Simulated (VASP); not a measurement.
Runs of VASP 6.6.1 on Ni. The structure is that of space group Fd-3m (No. 227), or close to it. The cells are those of the table. 

| task | spin | cell | k mesh | cutoff (eV) | smearing | gap on the mesh (eV) | pressure (GPa) |
| --- | --- | --- | --- | --- | --- | --- | --- |
| single point | off | a = 3.505 Å, angles 60.0°, 2 atoms | 12 × 12 × 12 | 520 | fermi-dirac 0.1 eV | none | 9.0 |
| single point | off | a = 3.604 Å, angles 60.0°, 2 atoms | 12 × 12 × 12 | 520 | fermi-dirac 0.1 eV | none | 0.0 |
| single point | off | a = 3.604 Å, angles 60.0°, 2 atoms | 6 × 6 × 6 | 520 | fermi-dirac 0.1 eV | none | 0.0 |
| single point | off | a = 3.454 Å, angles 60.0°, 2 atoms | 12 × 12 × 12 | 520 | fermi-dirac 0.1 eV | none | 15.4 |
| single point | off | a = 3.555 Å, angles 60.0°, 2 atoms | 12 × 12 × 12 | 520 | fermi-dirac 0.1 eV | none | 4.0 |
| single point | off | a = 3.604 Å, angles 60.0°, 2 atoms | 11 × 11 × 11 | 520 | fermi-dirac 0.1 eV | none | 0.0 |
| single point | collinear, ferromagnetic start | a = 3.606 Å, angles 60.0°, 2 atoms | 17 × 17 × 17 | 520 | fermi-dirac 0.05 eV | none | 0.2 |
| relaxation of cell and atoms | off | relaxed from a = 3.470 Å, angles 60.0°, 2 atoms | 11 × 11 × 11 | 600 | fermi-dirac 0.1 eV | none | 0.0 |
| single point | off | a = 3.698 Å, angles 60.0°, 2 atoms | 12 × 12 × 12 | 520 | fermi-dirac 0.1 eV | none | (b) |
| single point | off | a = 3.652 Å, angles 60.0°, 2 atoms | 12 × 12 × 12 | 520 | fermi-dirac 0.1 eV | none | (a) |
| single point | off | a = 3.743 Å, angles 60.0°, 2 atoms | 12 × 12 × 12 | 520 | fermi-dirac 0.1 eV | none | -7.7 |

Alike in all rows: level PBE; potentials or basis VASP PAW PBE potentials, release 64 (Ni).

Fill in the values left out.

(a) -3.2; (b) -5.7.

A gap of «none» marks levels without a gap at the run's occupations.
